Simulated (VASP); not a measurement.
Write the native input for VASP 6.6.1 that does the following.

```
Task                   : single point
Functional             : r2SCAN
Potentials or basis    : VASP PAW PBE potentials, release 64 (Na_pv, I)
Cutoff                 : 520 eV
k mesh                 : 8 × 8 × 8
Occupations            : gaussian, width 0.01 eV
Spin                   : no spin polarisation
Dipole correction      : no
Further INCAR settings : ALGO = Normal; EDIFF = 1e-06; NBANDS = 14
```

NaI:

```
Na I
1.0
     0.00000    3.22972    3.22972
     3.22972    0.00000    3.22972
     3.22972    3.22972    0.00000
Na I
1 1
Direct
  0.00000 0.00000 0.00000
  0.50000 0.50000 0.50000
```

These files were run (other wordings do the same):

POSCAR

```
NaI
1.0
    0.0000000000      3.2297205484      3.2297205484
    3.2297205484      0.0000000000      3.2297205484
    3.2297205484      3.2297205484      0.0000000000
Na I
1 1
Direct
    0.0000000000      0.0000000000      0.0000000000
    0.5000000000      0.5000000000      0.5000000000
```

INCAR.step1

```
SYSTEM = NaI
ALGO = Normal
EDIFF = 1E-4
ENCUT = 520
GGA = PE
ISMEAR = 0
LASPH = .TRUE.
LCHARG = .FALSE.
LREAL = .FALSE.
LWAVE = .TRUE.
NBANDS = 14
NELM = 80
PREC = Accurate
SIGMA = 0.01
```

INCAR.step2

```
SYSTEM = NaI
ALGO = Normal
EDIFF = 1E-6
ENCUT = 520
ISIF = 2
ISMEAR = 0
ISTART = 1
LASPH = .TRUE.
LCHARG = .FALSE.
LMIXTAU = .TRUE.
LREAL = .FALSE.
LWAVE = .FALSE.
METAGGA = R2SCAN
NBANDS = 14
NELM = 80
PREC = Accurate
SIGMA = 0.01
```

KPOINTS

```
k-points
0
G
  8 8 8
  0 0 0
```

Potentials or basis: VASP PAW PBE potentials, release 64 (Na_pv, I).

Run with:

```console
$ cat potpaw_PBE.64/Na_pv/POTCAR potpaw_PBE.64/I/POTCAR > POTCAR
$ cp INCAR.step1 INCAR
$ mpirun -np 1 vasp_std > vasp.out
$ cp INCAR.step2 INCAR
$ mpirun -np 1 vasp_std > vasp.out
```

Results of the run:

| Item | Value |
| --- | --- |
| Pressure | -0.1 GPa |
| Band gap on the k mesh | 4.46 eV |

Caveat: the PAW data sets were made with another functional, which shifts forces and pressure a little; spin-orbit coupling is left out, which moves the levels of the heavy elements.

Wall time 46 s on 1 thread of Intel(R) Xeon(R) 6975P-C (Granite Rapids), on a shared host, peak memory 0.22 GiB.
